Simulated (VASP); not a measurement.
# Zn (P6_3/mmc) in VASP: relaxation of cell and atoms with PBEsol

Aim: the relaxation of cell and atoms of Zn with PBEsol.

All numbers are computed with VASP 6.6.1; they aren't measurements. Logs are shortened: lines on timing, memory, paths and dates and some standing lists are left out, and cuts for length are marked.

### 1 The cell of the first run

It takes space group P6_3/mmc (No. 194, hexagonal). Conventional cell: a = 2.614 Å, b = 2.614 Å, c = 4.873 Å, α = 90.00°, β = 90.00°, γ = 120.00°. Within 3.4 Å of Zn (site symmetry -6m2) lie 12 Zn at 2.61 to 2.87 Å.

### 2 Relaxation of cell and atoms, PBEsol

INCAR

```
PREC = Accurate
ENCUT = 600
EDIFF = 1E-6
ISMEAR = 0
SIGMA = 0.1
LREAL = F
LASPH = T
NELM = 80
ALGO = Fast
ISIF = 3
LWAVE = F
LCHARG = F
GGA = PS
IBRION = 2
NSW = 100
EDIFFG = -0.002
```

KPOINTS

```
regular mesh
0
Gamma
  18 18 10
```

POSCAR

```
Zn
1.0
    2.6143598000      0.0000000000      0.0000000000
   -1.3071799000      2.2641020000      0.0000000000
    0.0000000000      0.0000000000      4.8731610200
Zn
2
Direct
    0.3333333300      0.6666666700      0.2500000000
    0.6666666700      0.3333333300      0.7500000000
```

Potentials or basis: VASP PAW PBE potentials, release 64 (Zn).

Started as:

```
$ cat potpaw_PBE.64/Zn/POTCAR > POTCAR
$ mpirun -np 1 vasp_std > vasp.out
```

OUTCAR:

```text
PREC = Accurate
   ENCUT = 600
   EDIFF = 1E-6
   ISMEAR = 0
   LREAL = F
   LASPH = T
   NELM = 80
   ISIF = 3
   GGA = PS
   IBRION = 2
   NSW = 100
   EDIFFG = -0.002

 ion  position               nearest neighbor table
   1  0.333  0.667  0.250-   2 2.87   2 2.87   2 2.87   2 2.87   2 2.87   2 2.87
   2  0.667  0.333  0.750-   1 2.87   1 2.87   1 2.87   1 2.87   1 2.87   1 2.87

  LATTYP: Found a hexagonal cell.
 ALAT       =     2.6143598000
 C/A-ratio  =     1.8639978399

  Lattice vectors:

 A1 = (   2.6143598000,   0.0000000000,   0.0000000000)
 A2 = (  -1.3071799000,   2.2641020000,   0.0000000000)
 A3 = (   0.0000000000,   0.0000000000,   4.8731610200)

Analysis of symmetry for initial positions (statically):
=====================================================================
 Subroutine PRICEL returns:
 Original cell was already a primitive cell.

 Routine SETGRP: Setting up the symmetry group for a
 hexagonal supercell.

 Subroutine GETGRP returns: Found 24 space group operations
 (whereof 12 operations were pure point group operations)
 out of a pool of 24 trial point group operations.

The static configuration has the point symmetry D_3d.
 The point group associated with its full space group is D_6h.

Analysis of symmetry for dynamics (positions and initial velocities):
=====================================================================
 Subroutine PRICEL returns:
 Original cell was already a primitive cell.

 Routine SETGRP: Setting up the symmetry group for a
 hexagonal supercell.

 Subroutine GETGRP returns: Found 24 space group operations
 (whereof 12 operations were pure point group operations)
 out of a pool of 24 trial point group operations.

The dynamic configuration has the point symmetry D_3d.
 The point group associated with its full space group is D_6h.

 Subroutine INISYM returns: Found 24 space group operations
 (whereof 12 operations are pure point group operations),
 and found     1 'primitive' translations

----------------------------------------------------------------------------------------

                                     Primitive cell

  volume of cell :      28.8451

  direct lattice vectors                    reciprocal lattice vectors
     2.614359800  0.000000000  0.000000000     0.382502822  0.220838107  0.000000000
    -1.307179900  2.264102000  0.000000000     0.000000000  0.441676214  0.000000000
     0.000000000  0.000000000  4.873161020     0.000000000  0.000000000  0.205205614

  length of vectors
     2.614359800  2.614359799  4.873161020     0.441676214  0.441676214  0.205205614

  position of ions in fractional coordinates (direct lattice)
     0.333333330  0.666666670  0.250000000
     0.666666670  0.333333330  0.750000000

  ion indices of the primitive-cell ions
   primitive index   ion index
                 1           1
                 2           2

----------------------------------------------------------------------------------------

 KPOINTS: regular mesh

Automatic generation of k-mesh.
 Grid dimensions read from file:
 generate k-points for:   18   18   10

 Generating k-lattice:

  Cartesian coordinates                     Fractional coordinates (reciprocal lattice)
     0.021250157  0.012268784  0.000000000     0.055555556  0.000000000  0.000000000
     0.000000000  0.024537567  0.000000000     0.000000000  0.055555556  0.000000000
     0.000000000  0.000000000  0.020520561     0.000000000  0.000000000  0.100000000

  Length of vectors
     0.024537567  0.024537567  0.020520561

  Shift w.r.t. Gamma in fractional coordinates (k-lattice)
     0.000000000  0.000000000  0.000000000

 Subroutine IBZKPT returns following result:
 ===========================================

 Found    222 irreducible k-points:

 Following reciprocal coordinates:
            Coordinates               Weight
  0.000000  0.000000  0.000000      1.000000
  0.055556 -0.000000  0.000000      6.000000
  0.111111 -0.000000  0.000000      6.000000
  0.166667  0.000000  0.000000      6.000000
  0.222222  0.000000  0.000000      6.000000
  0.277778  0.000000  0.000000      6.000000
[... 16 lines left out ...]
  0.333333  0.111111  0.000000     12.000000
  0.388889  0.111111  0.000000     12.000000
 [... further k-points ...]
   k-points           NKPTS =    222   k-points in BZ     NKDIM =    222   number of bands    NBANDS=     16
   number of dos      NEDOS =    301   number of ions     NIONS =      2
   total plane-waves  NPLWV =  23040
   dimension x,y,z NGX =    24 NGY =   24 NGZ =   40
   dimension x,y,z NGXF=    48 NGYF=   48 NGZF=   80
   ions per type =               2
   NGX,Y,Z   is equivalent  to a cutoff of  15.26, 15.26, 13.65 a.u.
   NGXF,Y,Z  is equivalent  to a cutoff of  30.52, 30.52, 27.29 a.u.
 SYSTEM =  unknown system
   PREC   = accura    normal or accurate (medium, high low for compatibility)
   ISTART =      0    job   : 0-new  1-cont  2-samecut
   ICHARG =      2    charge: 1-file 2-atom 10-const
   ISPIN  =      1    spin polarized calculation?
   LNONCOLLINEAR =      F non collinear calculations
   LSORBIT =      F    spin-orbit coupling
   LASPH  =      T    aspherical Exc in radial PAW
   ENCUT  =  600.0 eV  44.10 Ry    6.64 a.u.   5.22  5.22  9.73*2*pi/ulx,y,z
   NELM   =     80;   NELMIN=  2; NELMDL= -5     # of ELM steps
   EDIFF  = 0.1E-05   stopping-criterion for ELM
   LREAL  =      F    real-space projection
   EDIFFG = -.2E-02   stopping-criterion for IOM
   NSW    =    100    number of steps for IOM
   IBRION =      2    ionic relax: 0-MD 1-quasi-New 2-CG
   NFREE  =      1    steps in history (QN), initial steepest desc. (CG)
   ISIF   =      3    stress and relaxation
   ISYM   =      2    0-nonsym 1-usesym 2-fastsym
   POTIM  = 0.5000    time-step for ionic-motion
   TEBEG  =    0.0;   TEEND  =   0.0 temperature during run
   PSTRESS=    0.0 pullay stress
   NELECT =      24.0000    total number of electrons
   NUPDOWN=      -1.0000    fix difference up-down
   EMIN   =  10.00;   EMAX   =-10.00  energy-range for DOS
   EFERMI =   0.00;   METHOD = LEGACY
   ISMEAR =     0;   SIGMA  =   0.10  broadening in eV -4-tet -1-fermi 0-gaus
   EFERMI_NEDOS =   21; number of points for ismear=-14 and -15
   IALGO  =     68    algorithm
   IMIX   =      4    mixing-type and parameters
     AMIX     =   0.40;   BMIX     =  1.00
     AMIX_MAG =   1.60;   BMIX_MAG =  1.00
  volume/ion in A,a.u.               =      14.42        97.33
  Fermi-wavevector in a.u.,A,eV,Ry     =   1.539765  2.909735 32.257744  2.370877
  Thomas-Fermi vector in A             =   2.645947
   LORBIT       =      0    0 simple, 1 ext, 2 COOP (PROOUT), +10 PAW based schemes
   GGA     = PS    functional components
   LHFCALC =     F    Hartree Fock is set to
   AEXX    =    0.0000 exact exchange contribution
   IVDW    =     0    specifies the selected vdW correction
   LEPSILON=     F    determine dielectric tensor
   LRPA    =     F    only Hartree local field effects (RPA)
 conjugate gradient relaxation of ions
 non-spin polarized calculation
 RMM-DIIS sequential band-by-band and
 Gauss-broadening in eV      SIGMA  =   0.10
  energy-cutoff  :      600.00
  volume of cell :       28.85
 maximum number of plane-waves:       980
 NGX is ok and might be reduce to    24
   NGX = 11   NGY = 11   NGZ = 19

--------------------------------------- Ionic step        1  -------------------------------------------

 number of electron      24.0000002 magnetization

 Free energy of the ion-electron system (eV)
  ---------------------------------------------------
  ext. energy  EPLUGINS =         0.00000000
  ---------------------------------------------------
  free energy    TOTEN  =        -3.17216643 eV

  energy without entropy =       -3.17125757  energy(sigma->0) =       -3.17171200

------------------------ aborting loop because EDIFF is reached ----------------------------------------

  FORCE on cell =-STRESS in cart. coord.  units (eV):
  Direction    XX          YY          ZZ          XY          YZ          ZX
  --------------------------------------------------------------------------------------
  -------------------------------------------------------------------------------------
  Total       -0.3043184     -0.3043184      0.0494132      0.0000000     -0.0000000      0.0000000
  in kB      -16.9031129    -16.9031128      2.7446140      0.0000000     -0.0000000      0.0000000
  external PRESSURE =     -10.3538706 kB  Pullay stress =       0.0000000 kB
[... 89 lines left out ...]
  FREE ENERGIE OF THE ION-ELECTRON SYSTEM (eV)
  ---------------------------------------------------
  free  energy   TOTEN  =        -3.1741584902 eV

  energy  without entropy=       -3.1732132414  energy(sigma->0) =       -3.17368587

[... ionic steps 4 to 50 ...]

--------------------------------------- Ionic step       51  -------------------------------------------

 number of electron      24.0000008 magnetization

------------------------ aborting loop because EDIFF is reached ----------------------------------------

  FORCE on cell =-STRESS in cart. coord.  units (eV):
  Direction    XX          YY          ZZ          XY          YZ          ZX
  --------------------------------------------------------------------------------------
  -------------------------------------------------------------------------------------
  Total        0.0491710      0.0491710      0.0424189      0.0000000     -0.0000000      0.0000000
  in kB        2.7523398      2.7523398      2.3743913      0.0000000     -0.0000000      0.0000000
  external PRESSURE =       2.6263570 kB  Pullay stress =       0.0000000 kB
[... 57 lines left out ...]
  energy  without entropy=       -3.1738201300  energy(sigma->0) =       -3.17436753

--------------------------------------- Ionic step       53  -------------------------------------------

 number of electron      24.0000008 magnetization

 Free energy of the ion-electron system (eV)
  ---------------------------------------------------
  ext. energy  EPLUGINS =         0.00000000
  ---------------------------------------------------
  free energy    TOTEN  =        -3.17491517 eV

  energy without entropy =       -3.17381917  energy(sigma->0) =       -3.17436717

 E-fermi :   3.3676     XC(G=0): -12.0182

 val. band max:        3.3450131191   @ k =   0.3333   0.2778   0.5000
 cond. band min:       3.4363870491   @ k =   0.1667   0.0000   0.2000
 fundamental gap:      0.0913739301
 Fermi energy:         3.3675827892

 k-point     1 :       0.0000    0.0000    0.0000
  band No.  band energies     occupation
      1      -7.5377      2.00000
      2      -5.5554      2.00000
      3      -4.7370      2.00000
      4      -4.4526      2.00000
      5      -4.4526      2.00000
      6      -4.4013      2.00000
[... 8 lines left out ...]
     15      20.6622      0.00000
     16      22.0516      0.00000
[... 420 lines left out ...]
  band No.  band energies     occupation
      1      -5.1779      2.00000
      2      -5.0818      2.00000
      3      -4.9598      2.00000
      4      -4.4673      2.00000
      5      -4.2901      2.00000
      6      -4.2885      2.00000
[... 8 lines left out ...]
     15       9.0896      0.00000
     16      10.3965      0.00000

 [... further k-points ...]

------------------------ aborting loop because EDIFF is reached ----------------------------------------

  FORCE on cell =-STRESS in cart. coord.  units (eV):
  Direction    XX          YY          ZZ          XY          YZ          ZX
  --------------------------------------------------------------------------------------
  -------------------------------------------------------------------------------------
  Total        0.0009574      0.0009574      0.0018908      0.0000000     -0.0000000      0.0000000
  in kB        0.0535807      0.0535807      0.1058197      0.0000000     -0.0000000      0.0000000
  external PRESSURE =       0.0709937 kB  Pullay stress =       0.0000000 kB
[... 17 lines left out ...]
  FREE ENERGIE OF THE ION-ELECTRON SYSTEM (eV)
  ---------------------------------------------------
  free  energy   TOTEN  =        -3.1749151700 eV

  energy  without entropy=       -3.1738191658  energy(sigma->0) =       -3.17436717

 reached required accuracy - stopping structural energy minimisation
```

Run time: 32 min. Hardware: 1 thread of Intel Xeon Platinum 8488C (Sapphire Rapids), shared host; peak memory 0.27 GiB.

What came out:

```
Free energy                           : -3.1749 eV
Relaxed volume                        : 14.31 Å³/atom
Relaxed cell                          : a = 2.593 Å, b = 2.593 Å, c = 4.916 Å, α = 90.00°, β = 90.00°, γ = 120.00°
Space group after relaxing (to 0.1 Å) : P6_3/mmc (No. 194)
Energy gained by relaxing             : 1.4 meV/atom
Ionic steps                           : 53
Pressure after relaxing               : 0.0 GPa
Band gap on the k mesh                : zero (bands 12 and 13 overlap by 4.97 eV)
```

The path:
| step | energy change (eV) | largest force (eV/Å) | pressure (GPa) | volume (Å³) |
| --- | --- | --- | --- | --- |
| 1 | 0.0000 | 0.0000 | -1.04 | 28.85 |
| 3 | -0.0020 | 0.0000 | 0.70 | 28.38 |
| 5 | -0.0022 | 0.0000 | 0.61 | 28.44 |
| 7 | -0.0025 | 0.0000 | -0.36 | 28.74 |
| 9 | -0.0025 | 0.0000 | -0.31 | 28.68 |
| 11 | -0.0027 | 0.0000 | 0.07 | 28.68 |
| 13 | -0.0028 | 0.0000 | -0.01 | 28.68 |
| 15 | -0.0028 | 0.0000 | -0.12 | 28.68 |
| 17 | -0.0028 | 0.0000 | -0.07 | 28.68 |
| 19 | -0.0027 | 0.0000 | 0.31 | 28.56 |
| 21 | -0.0028 | 0.0000 | 0.12 | 28.64 |
| 23 | -0.0028 | 0.0000 | 0.06 | 28.64 |
| 25 | -0.0027 | 0.0000 | 0.03 | 28.62 |
| 27 | -0.0028 | 0.0000 | 0.09 | 28.63 |
| 29 | -0.0028 | 0.0000 | 0.09 | 28.63 |
| 31 | -0.0028 | 0.0000 | 0.02 | 28.64 |
| 33 | -0.0028 | 0.0000 | 0.05 | 28.64 |
| 35 | -0.0027 | 0.0000 | 0.08 | 28.70 |
| 37 | -0.0027 | 0.0000 | -0.21 | 28.71 |
| 39 | -0.0027 | 0.0000 | -0.02 | 28.70 |
| 41 | -0.0027 | 0.0000 | -0.37 | 28.67 |
| 43 | -0.0027 | 0.0000 | 0.07 | 28.67 |
| 45 | -0.0027 | 0.0000 | -0.09 | 28.67 |
| 47 | -0.0028 | 0.0000 | -0.08 | 28.65 |
| 49 | -0.0027 | 0.0000 | 0.18 | 28.58 |
| 51 | -0.0027 | 0.0000 | 0.26 | 28.62 |
| 53 | -0.0027 | 0.0000 | 0.01 | 28.63 |

Final structure:
```
Zn
1.0
     2.59301    0.00000    0.00000
    -1.29650    2.24561    0.00000
     0.00000    0.00000    4.91641
Zn
2
Direct
  0.33333 0.66667 0.25000
  0.66667 0.33333 0.75000
```

Levels at points of the mesh, in eV from the Fermi level:
```csv
k point,band 9,band 10,band 11,band 12,band 13,band 14,band 15,band 16
"(0.00, 0.00, 0.00)",-7.36,-7.15,-7.15,-4.05,-3.22,13.44,17.29,18.68
"(0.50, 0.00, 0.00)",-6.93,-6.92,-2.96,-2.09,2.65,3.61,4.36,5.83
"(0.00, 0.00, 0.50)",-7.24,-7.24,-7.24,-7.24,4.38,4.38,20.01,20.01
"(0.50, 0.00, 0.50)",-6.92,-6.92,-2.02,-2.02,0.35,0.35,10.25,10.25
```

Caveat: the PAW data sets were made with another functional, which shifts forces and pressure a little.

The gap in the log of VASP goes by the Fermi energy; the results here count the filled bands.